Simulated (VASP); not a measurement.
# MnS (F-43m) in VASP: single point with r2SCAN

Aim: the single point of MnS with r2SCAN.

All numbers are computed with VASP 6.6.1; they aren't measurements. Logs are shortened: lines on timing, memory, paths and dates and some standing lists are left out, and cuts for length are marked.

**1. The cell of the first run**

It takes space group F-43m (No. 216, cubic). Conventional cell: a = 5.590 Å, b = 5.590 Å, c = 5.590 Å, α = 90.00°, β = 90.00°, γ = 90.00°. Mn (site symmetry -43m) has 4 S at 2.42 Å within 3.2 Å. Within 3.2 Å of S (site symmetry -43m) lie 4 Mn at 2.42 Å.

**2. Single point, r2SCAN**

File POSCAR:

```
MnS
1.0
    0.0000000000     -2.7950000000     -2.7950000000
   -5.5900000000     -2.7950000000     -2.7950000000
    0.0000000000      2.7950000000     -2.7950000000
Mn S
2 2
Direct
    0.0000000000      0.0000000000      0.0000000000
    0.0000000000      0.5000000000      0.5000000000
    0.2500000000      0.7500000000      0.5000000000
    0.2500000000      0.2500000000      0.0000000000
```

File INCAR.step1:

```
SYSTEM = MnS
PREC = Accurate
ENCUT = 520
ISMEAR = -1
SIGMA = 0.03
LREAL = .FALSE.
LASPH = .TRUE.
NELM = 100
ISYM = 0
NBANDS = 27
GGA = PE
ALGO = Normal
EDIFF = 1E-4
LWAVE = .TRUE.
LCHARG = .FALSE.
```

File INCAR.step2:

```
SYSTEM = MnS
PREC = Accurate
ENCUT = 520
EDIFF = 1E-6
ISMEAR = -1
SIGMA = 0.03
LREAL = .FALSE.
LASPH = .TRUE.
NELM = 100
ALGO = Normal
ISIF = 2
LWAVE = .FALSE.
LCHARG = .TRUE.
METAGGA = R2SCAN
LMIXTAU = .TRUE.
LELF = .TRUE.
LVHAR = .TRUE.
ISYM = 0
NBANDS = 27
ISTART = 1
```

File KPOINTS:

```
Automatic mesh
0
G
  7 4 6
  0 0 0
```

Potentials or basis: VASP PAW PBE potentials, release 64 (Mn_pv, S).

Run with:

```
cat potpaw_PBE.64/Mn_pv/POTCAR potpaw_PBE.64/S/POTCAR > POTCAR
cp INCAR.step1 INCAR
mpirun -np 1 vasp_std > vasp.out
cp INCAR.step2 INCAR
mpirun -np 1 vasp_std > vasp.out
```

OUTCAR:

```text
SYSTEM = MnS
   PREC = Accurate
   ENCUT = 520
   EDIFF = 1E-6
   ISMEAR = -1
   LREAL = .FALSE.
   LASPH = .TRUE.
   NELM = 100
   ISIF = 2
   METAGGA = R2SCAN
   ISYM = 0
   ISTART = 1

 ion  position               nearest neighbor table
   1  0.000  0.000  0.000-   3 2.42   4 2.42   3 2.42   4 2.42
   2  0.000  0.500  0.500-   3 2.42   4 2.42   4 2.42   3 2.42
   3  0.250  0.750  0.500-   2 2.42   1 2.42   2 2.42   1 2.42
   4  0.250  0.250  0.000-   1 2.42   1 2.42   2 2.42   2 2.42

IMPORTANT INFORMATION: All symmetrisations will be switched off!
NOSYMM: (Re-)initialisation of all symmetry stuff for point group C_1.

----------------------------------------------------------------------------------------

                                     Primitive cell

  volume of cell :      87.3384

  direct lattice vectors                    reciprocal lattice vectors
     0.000000000 -2.795000000 -2.795000000     0.178890877 -0.178890877 -0.178890877
    -5.590000000 -2.795000000 -2.795000000    -0.178890877  0.000000000  0.000000000
     0.000000000  2.795000000 -2.795000000     0.000000000  0.178890877 -0.178890877

  length of vectors
     3.952726907  6.846323831  3.952726907     0.309848087  0.178890877  0.252989904

  position of ions in fractional coordinates (direct lattice)
     0.000000000  0.000000000  0.000000000
     0.000000000  0.500000000  0.500000000
     0.250000000  0.750000000  0.500000000
     0.250000000  0.250000000  0.000000000

  ion indices of the primitive-cell ions
   primitive index   ion index
                 1           1
                 2           2
                 3           3
                 4           4

----------------------------------------------------------------------------------------

 KPOINTS: Automatic mesh

Automatic generation of k-mesh.
 Grid dimensions read from file:
 generate k-points for:    7    4    6

 Generating k-lattice:

  Cartesian coordinates                     Fractional coordinates (reciprocal lattice)
     0.025555840 -0.025555840 -0.025555840     0.142857143  0.000000000  0.000000000
    -0.044722719  0.000000000  0.000000000     0.000000000  0.250000000  0.000000000
     0.000000000  0.029815146 -0.029815146     0.000000000  0.000000000  0.166666667

  Length of vectors
     0.044264012  0.044722719  0.042164984

  Shift w.r.t. Gamma in fractional coordinates (k-lattice)
[... 72 lines left out ...]
   ENCUT  =  520.0 eV  38.22 Ry    6.18 a.u.   7.35 12.73  7.35*2*pi/ulx,y,z
   NELM   =    100;   NELMIN=  2; NELMDL=  0     # of ELM steps
   EDIFF  = 0.1E-05   stopping-criterion for ELM
   LREAL  =      F    real-space projection
   EDIFFG = 0.1E-04   stopping-criterion for IOM
   NSW    =      0    number of steps for IOM
   IBRION =     -1    ionic relax: 0-MD 1-quasi-New 2-CG
   NFREE  =      0    steps in history (QN), initial steepest desc. (CG)
   ISIF   =      2    stress and relaxation
   ISYM   =      0    0-nonsym 1-usesym 2-fastsym
   POTIM  = 0.5000    time-step for ionic-motion
   TEBEG  =    0.0;   TEEND  =   0.0 temperature during run
   PSTRESS=    0.0 pullay stress
   NELECT =      38.0000    total number of electrons
   NUPDOWN=      -1.0000    fix difference up-down
   EMIN   =  10.00;   EMAX   =-10.00  energy-range for DOS
   EFERMI =   0.00;   METHOD = LEGACY
   ISMEAR =    -1;   SIGMA  =   0.03  broadening in eV -4-tet -1-fermi 0-gaus
   EFERMI_NEDOS =   21; number of points for ismear=-14 and -15
   IALGO  =     38    algorithm
   IMIX   =      4    mixing-type and parameters
     AMIX     =   0.40;   BMIX     =  1.00
     AMIX_MAG =   1.60;   BMIX_MAG =  1.00
  volume/ion in A,a.u.               =      21.83       147.35
  Fermi-wavevector in a.u.,A,eV,Ry     =   1.240512  2.344227 20.937590  1.538869
  Thomas-Fermi vector in A             =   2.374949
   LORBIT       =      0    0 simple, 1 ext, 2 COOP (PROOUT), +10 PAW based schemes
   METAGGA = R2SCAN    functional components
   LHFCALC =     F    Hartree Fock is set to
   AEXX    =    0.0000 exact exchange contribution
   IVDW    =     0    specifies the selected vdW correction
   LEPSILON=     F    determine dielectric tensor
   LRPA    =     F    only Hartree local field effects (RPA)
 non-spin polarized calculation
  energy-cutoff  :      520.00
  volume of cell :       87.34
 maximum number of plane-waves:      2405
 NGX is ok and might be reduce to    30
   NGX = 15   NGY = 25   NGZ = 15

 number of electron      37.9999995 magnetization

 Free energy of the ion-electron system (eV)
  ---------------------------------------------------
  ext. energy  EPLUGINS =         0.00000000
  ---------------------------------------------------
  free energy    TOTEN  =       -43.90280786 eV

  energy without entropy =      -43.89023363  energy(sigma->0) =      -43.89652074

 E-fermi :   3.8103     XC(G=0): -10.0023

 val. band max:        3.8033631027   @ k =   0.0000   0.5000   0.5000
 cond. band min:       3.8183625577   @ k =   0.4286   0.2500   0.3333
 fundamental gap:      0.0149994549
 Fermi energy:         3.8102649759

 k-point     1 :       0.0000    0.0000    0.0000
  band No.  band energies     occupation
      1     -45.6992      2.00000
      2     -45.6975      2.00000
      3     -45.6954      2.00000
      4     -45.6911      2.00000
      5     -45.6868      2.00000
      6     -45.6851      2.00000
[... 709 lines left out ...]
     26       9.1164      0.00000
     27      10.4050      0.00000

 [... further k-points ...]

------------------------ aborting loop because EDIFF is reached ----------------------------------------

  FORCE on cell =-STRESS in cart. coord.  units (eV):
  Direction    XX          YY          ZZ          XY          YZ          ZX
  --------------------------------------------------------------------------------------
  -------------------------------------------------------------------------------------
  Total      -11.8229319    -11.7559900    -11.7557074      0.0010433     -0.0303429      0.0010351
  in kB     -216.8854125   -215.6573980   -215.6522144      0.0191395     -0.5566247      0.0189874
  external PRESSURE =    -216.0650083 kB  Pullay stress =       0.0000000 kB

 VOLUME and BASIS-vectors are now :
 -----------------------------------------------------------------------------
  energy-cutoff  :      520.00
  volume of cell :       87.34
      direct lattice vectors                 reciprocal lattice vectors
     0.000000000 -2.795000000 -2.795000000     0.178890877 -0.178890877 -0.178890877
    -5.590000000 -2.795000000 -2.795000000    -0.178890877  0.000000000  0.000000000
     0.000000000  2.795000000 -2.795000000     0.000000000  0.178890877 -0.178890877

 POSITION                                       TOTAL-FORCE (eV/Angst)
 -----------------------------------------------------------------------------------
      0.00000      0.00000      0.00000         0.001948     -0.020522     -0.020540
     -2.79500      0.00000     -2.79500         0.001933     -0.020520     -0.020539
     -4.19250     -1.39750     -4.19250        -0.001940      0.020521      0.020539
     -1.39750     -1.39750     -1.39750        -0.001941      0.020521      0.020540
 -----------------------------------------------------------------------------------
    total drift:                               -0.024576     -0.019523     -0.019522

  FREE ENERGIE OF THE ION-ELECTRON SYSTEM (eV)
  ---------------------------------------------------
  free  energy   TOTEN  =       -43.9028078609 eV

  energy  without entropy=      -43.8902336286  energy(sigma->0) =      -43.89652074
```

Run time: 12 min. Hardware: 1 thread of Oxide Virtual Turin-like, shared host; peak memory 0.29 GiB.

Results:

- Free energy: -43.9028 eV
- Pressure: -21.6 GPa
- Band gap on the k mesh: zero (band 19 reaches 5.01 eV, above the bottom of band 20 at 3.42 eV)

Levels at points of the mesh, in eV from the Fermi level:
```
           k point  band 17  band 18  band 19  band 20  band 21  band 22
(0.00, 0.00, 0.00)    -0.59    -0.45    -0.43     0.38     0.38     2.24
(0.00, 0.50, 0.00)    -0.59    -0.59     1.20     1.20     1.21     1.21
(0.00, 0.00, 0.50)    -0.53    -0.53     0.13     0.13     0.69     0.69
(0.00, 0.50, 0.50)    -0.54    -0.54    -0.01    -0.01     1.24     1.24
```

Caveat: the PAW data sets were made with another functional, which shifts forces and pressure a little; the run has no spin polarisation, though such a crystal can be magnetic; semilocal functionals often make such compounds metallic where correlation or magnetic order opens a gap, which also shifts bond lengths. With open d or f shells a metallic result of r2SCAN can be an artefact of self-interaction; +U or a hybrid may open a gap.
